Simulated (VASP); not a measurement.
# CaF2 (Fm-3m) in VASP: notebook

The runs below take CaF2 through single point, with PBE.

Everything below comes from runs of VASP 6.6.1. Logs are shortened: lines on timing, memory, paths and dates and some standing lists are left out, and cuts for length are marked.

## Step 1: The cell of the first run

The structure is cubic, space group Fm-3m (No. 225). The conventional cell has a = 5.330 Å, b = 5.330 Å, c = 5.330 Å, α = 90.00°, β = 90.00°, γ = 90.00°. Within 3.1 Å of Ca (site symmetry m-3m) lie 8 F at 2.31 Å. Within 3.1 Å of F (site symmetry -43m) lie 4 Ca at 2.31 Å and 6 F at 2.67 Å.

## Step 2: Single point, PBE (strain -2.0%)

File INCAR:

```
SYSTEM = CaF2
PREC     = Accurate       ! precision mode
ENCUT    = 600            ! plane-wave cutoff, eV
EDIFF    = 1E-6           ! SCF threshold, eV
ISMEAR   = 0              ! smearing method
SIGMA    = 0.01           ! smearing width, eV
LREAL    = .FALSE.        ! projectors in reciprocal space
LASPH    = .TRUE.         ! aspherical terms in the spheres
NELM     = 120            ! most SCF steps
ALGO     = Normal         ! electronic algorithm
ISIF     = 2              ! what is computed and relaxed
LWAVE    = .FALSE.        ! write WAVECAR
LCHARG   = .FALSE.        ! write CHGCAR
GGA      = PE             ! functional
NBANDS   = 19             ! bands
GGA_COMPAT= .FALSE.
```

File KPOINTS:

```
Automatic mesh
0
G
  4 4 4
  0 0 0
```

File POSCAR:

```
CaF2
1.0
    0.0000000000      2.6652011144      2.6652011144
    2.6652011144      0.0000000000      2.6652011144
    2.6652011144      2.6652011144      0.0000000000
Ca F
1 2
Direct
    0.0000000000      0.0000000000      0.0000000000
    0.2500000000      0.2500000000      0.2500000000
    0.7500000000      0.7500000000      0.7500000000
```

Potentials or basis: VASP PAW PBE potentials, release 64 (Ca_sv, F).

The run is started by

```console
$ cat potpaw_PBE.64/Ca_sv/POTCAR potpaw_PBE.64/F/POTCAR > POTCAR
$ mpirun -np 1 vasp_std > vasp.out
```

OUTCAR:

```text
SYSTEM = CaF2
   PREC = Accurate
   ENCUT = 600
   EDIFF = 1E-6
   ISMEAR = 0
   LREAL = .FALSE.
   LASPH = .TRUE.
   NELM = 120
   ISIF = 2
   GGA = PE

 ion  position               nearest neighbor table
   1  0.000  0.000  0.000-   3 2.31   3 2.31   2 2.31   2 2.31   3 2.31   2 2.31   3 2.31   2 2.31

   2  0.250  0.250  0.250-   1 2.31   1 2.31   1 2.31   1 2.31
   3  0.750  0.750  0.750-   1 2.31   1 2.31   1 2.31   1 2.31

  LATTYP: Found a face centered cubic cell.
 ALAT       =     5.3304022288

  Lattice vectors:

 A1 = (   0.0000000000,   2.6652011144,   2.6652011144)
 A2 = (   2.6652011144,   0.0000000000,   2.6652011144)
 A3 = (   2.6652011144,   2.6652011144,   0.0000000000)

Analysis of symmetry for initial positions (statically):
=====================================================================
 Subroutine PRICEL returns:
 Original cell was already a primitive cell.

 Routine SETGRP: Setting up the symmetry group for a
 face centered cubic supercell.

 Subroutine GETGRP returns: Found 48 space group operations
 (whereof 48 operations were pure point group operations)
 out of a pool of 48 trial point group operations.

The static configuration has the point symmetry O_h .

Analysis of symmetry for dynamics (positions and initial velocities):
=====================================================================
 Subroutine PRICEL returns:
 Original cell was already a primitive cell.

 Routine SETGRP: Setting up the symmetry group for a
 face centered cubic supercell.

 Subroutine GETGRP returns: Found 48 space group operations
 (whereof 48 operations were pure point group operations)
 out of a pool of 48 trial point group operations.

The dynamic configuration has the point symmetry O_h .

 Subroutine INISYM returns: Found 48 space group operations
 (whereof 48 operations are pure point group operations),
 and found     1 'primitive' translations

----------------------------------------------------------------------------------------

                                     Primitive cell

  volume of cell :      37.8634

  direct lattice vectors                    reciprocal lattice vectors
     0.000000000  2.665201114  2.665201114    -0.187603103  0.187603103  0.187603103
     2.665201114  0.000000000  2.665201114     0.187603103 -0.187603103  0.187603103
     2.665201114  2.665201114  0.000000000     0.187603103  0.187603103 -0.187603103

  length of vectors
     3.769163562  3.769163562  3.769163562     0.324938107  0.324938107  0.324938107

  position of ions in fractional coordinates (direct lattice)
     0.000000000  0.000000000  0.000000000
     0.250000000  0.250000000  0.250000000
     0.750000000  0.750000000  0.750000000

  ion indices of the primitive-cell ions
   primitive index   ion index
                 1           1
                 2           2
                 3           3

----------------------------------------------------------------------------------------

 KPOINTS: Automatic mesh

Automatic generation of k-mesh.
 Grid dimensions read from file:
 generate k-points for:    4    4    4

 Generating k-lattice:

  Cartesian coordinates                     Fractional coordinates (reciprocal lattice)
    -0.046900776  0.046900776  0.046900776     0.250000000  0.000000000  0.000000000
     0.046900776 -0.046900776  0.046900776     0.000000000  0.250000000  0.000000000
     0.046900776  0.046900776 -0.046900776     0.000000000  0.000000000  0.250000000

  Length of vectors
     0.081234527  0.081234527  0.081234527

  Shift w.r.t. Gamma in fractional coordinates (k-lattice)
     0.000000000  0.000000000  0.000000000

 Subroutine IBZKPT returns following result:
 ===========================================

 Found      8 irreducible k-points:

 Following reciprocal coordinates:
            Coordinates               Weight
  0.000000  0.000000  0.000000      1.000000
  0.250000  0.000000  0.000000      8.000000
  0.500000  0.000000  0.000000      4.000000
  0.250000  0.250000  0.000000      6.000000
  0.500000  0.250000  0.000000     24.000000
 -0.250000  0.250000  0.000000     12.000000
  0.500000  0.500000  0.000000      3.000000
 -0.250000  0.500000  0.250000      6.000000
   k-points           NKPTS =      8   k-points in BZ     NKDIM =      8   number of bands    NBANDS=     19
   number of dos      NEDOS =    301   number of ions     NIONS =      3
   total plane-waves  NPLWV =  27000
   dimension x,y,z NGX =    30 NGY =   30 NGZ =   30
   dimension x,y,z NGXF=    60 NGYF=   60 NGZF=   60
   ions per type =               1   2
   NGX,Y,Z   is equivalent  to a cutoff of  13.23, 13.23, 13.23 a.u.
   NGXF,Y,Z  is equivalent  to a cutoff of  26.46, 26.46, 26.46 a.u.
 SYSTEM =  CaF2
   PREC   = accura    normal or accurate (medium, high low for compatibility)
   ISTART =      0    job   : 0-new  1-cont  2-samecut
   ICHARG =      2    charge: 1-file 2-atom 10-const
   ISPIN  =      1    spin polarized calculation?
   LNONCOLLINEAR =      F non collinear calculations
   LSORBIT =      F    spin-orbit coupling
   LASPH  =      T    aspherical Exc in radial PAW
   ENCUT  =  600.0 eV  44.10 Ry    6.64 a.u.   7.53  7.53  7.53*2*pi/ulx,y,z
   NELM   =    120;   NELMIN=  2; NELMDL= -5     # of ELM steps
   EDIFF  = 0.1E-05   stopping-criterion for ELM
   LREAL  =      F    real-space projection
   EDIFFG = 0.1E-04   stopping-criterion for IOM
   NSW    =      0    number of steps for IOM
   IBRION =     -1    ionic relax: 0-MD 1-quasi-New 2-CG
   NFREE  =      0    steps in history (QN), initial steepest desc. (CG)
   ISIF   =      2    stress and relaxation
   ISYM   =      2    0-nonsym 1-usesym 2-fastsym
   POTIM  = 0.5000    time-step for ionic-motion
   TEBEG  =    0.0;   TEEND  =   0.0 temperature during run
   PSTRESS=    0.0 pullay stress
   NELECT =      24.0000    total number of electrons
   NUPDOWN=      -1.0000    fix difference up-down
   EMIN   =  10.00;   EMAX   =-10.00  energy-range for DOS
   EFERMI =   0.00;   METHOD = LEGACY
   ISMEAR =     0;   SIGMA  =   0.01  broadening in eV -4-tet -1-fermi 0-gaus
   EFERMI_NEDOS =   21; number of points for ismear=-14 and -15
   IALGO  =     38    algorithm
   IMIX   =      4    mixing-type and parameters
     AMIX     =   0.40;   BMIX     =  1.00
     AMIX_MAG =   1.60;   BMIX_MAG =  1.00
  volume/ion in A,a.u.               =      12.62        85.17
  Fermi-wavevector in a.u.,A,eV,Ry     =   1.406280  2.657485 26.907216  1.977625
  Thomas-Fermi vector in A             =   2.528657
   LORBIT       =      0    0 simple, 1 ext, 2 COOP (PROOUT), +10 PAW based schemes
   GGA     = PE    functional components
   LHFCALC =     F    Hartree Fock is set to
   AEXX    =    0.0000 exact exchange contribution
   IVDW    =     0    specifies the selected vdW correction
   LEPSILON=     F    determine dielectric tensor
   LRPA    =     F    only Hartree local field effects (RPA)
 non-spin polarized calculation
 Gauss-broadening in eV      SIGMA  =   0.01
  energy-cutoff  :      600.00
  volume of cell :       37.86
 maximum number of plane-waves:      1283
   NGX = 15   NGY = 15   NGZ = 15

 number of electron      23.9999997 magnetization

 Free energy of the ion-electron system (eV)
  ---------------------------------------------------
  ext. energy  EPLUGINS =         0.00000000
  ---------------------------------------------------
  free energy    TOTEN  =       -17.21871120 eV

  energy without entropy =      -17.21871120  energy(sigma->0) =      -17.21871120

 E-fermi :  -0.3912     XC(G=0): -10.0005

 val. band max:       -0.5609838583   @ k =   0.5000   0.5000   0.0000
 cond. band min:       7.1640582597   @ k =   0.0000   0.0000   0.0000
 fundamental gap:      7.7250421180
 Fermi energy:        -0.3912397182

 k-point     1 :       0.0000    0.0000    0.0000
  band No.  band energies     occupation
      1     -36.2425      2.00000
      2     -20.6817      2.00000
      3     -19.7943      2.00000
      4     -17.1787      2.00000
      5     -17.1787      2.00000
      6     -17.1787      2.00000
[... 11 lines left out ...]
     18      11.2551      0.00000
     19      17.0085      0.00000

 k-point     2 :       0.2500    0.0000    0.0000
  band No.  band energies     occupation
      1     -36.2173      2.00000
      2     -20.8092      2.00000
      3     -19.9933      2.00000
      4     -17.2075      2.00000
      5     -17.2075      2.00000
      6     -16.9037      2.00000
[... 11 lines left out ...]
     18      11.0892      0.00000
     19      15.0526      0.00000

 k-point     3 :       0.5000    0.0000    0.0000
  band No.  band energies     occupation
      1     -36.1920      2.00000
      2     -20.8366      2.00000
      3     -20.2955      2.00000
      4     -17.2359      2.00000
      5     -17.2359      2.00000
      6     -16.6098      2.00000
[... 11 lines left out ...]
     18      10.9278      0.00000
     19      14.0325      0.00000

 k-point     4 :       0.2500    0.2500    0.0000
  band No.  band energies     occupation
      1     -36.2090      2.00000
      2     -20.8938      2.00000
      3     -19.9808      2.00000
      4     -17.2508      2.00000
      5     -17.2508      2.00000
      6     -16.7791      2.00000
[... 11 lines left out ...]
     18      10.9964      0.00000
     19      16.5716      0.00000

 k-point     5 :       0.5000    0.2500    0.0000
  band No.  band energies     occupation
      1     -36.1838      2.00000
      2     -20.8687      2.00000
      3     -20.3606      2.00000
      4     -17.2793      2.00000
      5     -17.0936      2.00000
      6     -16.6405      2.00000
[... 11 lines left out ...]
     18      12.3978      0.00000
     19      14.9234      0.00000

 k-point     6 :      -0.2500    0.2500    0.0000
  band No.  band energies     occupation
      1     -36.1921      2.00000
      2     -20.7923      2.00000
      3     -20.3606      2.00000
      4     -17.2364      2.00000
      5     -16.9896      2.00000
      6     -16.8356      2.00000
[... 11 lines left out ...]
     18      11.8878      0.00000
     19      15.2512      0.00000

 k-point     7 :       0.5000    0.5000    0.0000
  band No.  band energies     occupation
      1     -36.1754      2.00000
      2     -21.0733      2.00000
      3     -20.1578      2.00000
      4     -17.3221      2.00000
      5     -17.3221      2.00000
      6     -16.3946      2.00000
[... 11 lines left out ...]
     18      13.5049      0.00000
     19      15.0037      0.00000

 k-point     8 :      -0.2500    0.5000    0.2500
  band No.  band energies     occupation
      1     -36.1754      2.00000
      2     -20.6758      2.00000
      3     -20.6758      2.00000
      4     -17.3260      2.00000
      5     -16.7953      2.00000
      6     -16.7953      2.00000
[... 11 lines left out ...]
     18      14.4468      0.00000
     19      15.9393      0.00000

------------------------ aborting loop because EDIFF is reached ----------------------------------------

  FORCE on cell =-STRESS in cart. coord.  units (eV):
  Direction    XX          YY          ZZ          XY          YZ          ZX
  --------------------------------------------------------------------------------------
  -------------------------------------------------------------------------------------
  Total        2.3801262      2.3801262      2.3801262      0.0000000      0.0000000      0.0000000
  in kB      100.7141787    100.7141787    100.7141787      0.0000000      0.0000000      0.0000000
  external PRESSURE =     100.7141787 kB  Pullay stress =       0.0000000 kB

 VOLUME and BASIS-vectors are now :
 -----------------------------------------------------------------------------
  energy-cutoff  :      600.00
  volume of cell :       37.86
      direct lattice vectors                 reciprocal lattice vectors
     0.000000000  2.665201114  2.665201114    -0.187603103  0.187603103  0.187603103
     2.665201114  0.000000000  2.665201114     0.187603103 -0.187603103  0.187603103
     2.665201114  2.665201114  0.000000000     0.187603103  0.187603103 -0.187603103

 POSITION                                       TOTAL-FORCE (eV/Angst)
 -----------------------------------------------------------------------------------
      0.00000      0.00000      0.00000        -0.000000     -0.000000      0.000000
      1.33260      1.33260      1.33260         0.000000      0.000000      0.000000
      3.99780      3.99780      3.99780        -0.000000     -0.000000     -0.000000
 -----------------------------------------------------------------------------------
    total drift:                                0.000000     -0.000000      0.000000

  FREE ENERGIE OF THE ION-ELECTRON SYSTEM (eV)
  ---------------------------------------------------
  free  energy   TOTEN  =       -17.2187111985 eV

  energy  without entropy=      -17.2187111985  energy(sigma->0) =      -17.21871120
```

Run time: 10 s. Hardware: 1 thread of Intel Xeon 6975P-C, shared host; peak memory 0.17 GiB.

Results:

* Free energy: -17.2187 eV
* Pressure: 10.1 GPa
* Band gap on the k mesh: 7.73 eV, indirect (least direct gap 7.99 eV)

Levels at points of the mesh, in eV from the valence-band top:
```tsv
k point	band 10	band 11	band 12	band 13	band 14	band 15
(0.00, 0.00, 0.00)	-0.27	-0.27	-0.27	7.73	9.45	9.45
(0.50, 0.00, 0.00)	-1.33	-0.88	-0.88	9.70	9.70	10.23
(0.50, 0.50, 0.00)	-0.41	-0.41	0.00	8.32	9.95	10.48
```

Caveat: the k points lie up to 0.51 Å⁻¹ apart; the cell differs from its parent crystal (strain -2.0%).

(Part 1 of 2 ends here.)
